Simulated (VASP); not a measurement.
## WC: single point with r2SCAN

The system is WC.

```xyz
2
Lattice="2.9025 0.0000 0.0000 -1.4513 2.5136 0.0000 0.0000 0.0000 2.8405" Properties=species:S:1:pos:R:3 pbc="T T T"
W     0.0000    0.0000    0.0000
C     1.4513    0.8379    1.4202
```

- Program: VASP 6.6.1
- Task: single point
- Functional: r2SCAN
- Potentials or basis: VASP PAW PBE potentials, release 64 (W_sv, C)
- Cutoff: 520 eV
- k mesh: 13 × 13 × 12
- Occupations: gaussian, width 0.0914 eV
- Spin: no spin polarisation

```yaml
Pressure: 3.8 GPa
Band_gap_on_the_k_mesh: zero (bands 9 and 10 overlap by 1.35 eV)
```

Stress tensor (GPa, compression positive):
```
4.92 0.00 0.00
0.00 4.92 0.00
0.00 0.00 1.58
```

Levels at points of the mesh, in eV from the Fermi level:
```
           k point  band 6  band 7  band 8  band 9  band 10  band 11  band 12  band 13
(0.00, 0.00, 0.00)   -4.51   -3.47   -3.47    0.07     3.41     3.41     5.95     5.95
(0.00, 0.00, 0.50)   -9.03   -2.07   -2.07   -0.59    -0.59     3.77     4.86     4.86
```

It took 5.1 min on 1 thread of AMD EPYC 7R13 Processor (Zen 3), with other jobs on the host, peak memory 0.21 GiB.

Caveat: the cell stands under pressure; the PAW data sets were made with another functional, which shifts forces and pressure a little; spin-orbit coupling is left out, which moves the levels of the heavy elements.
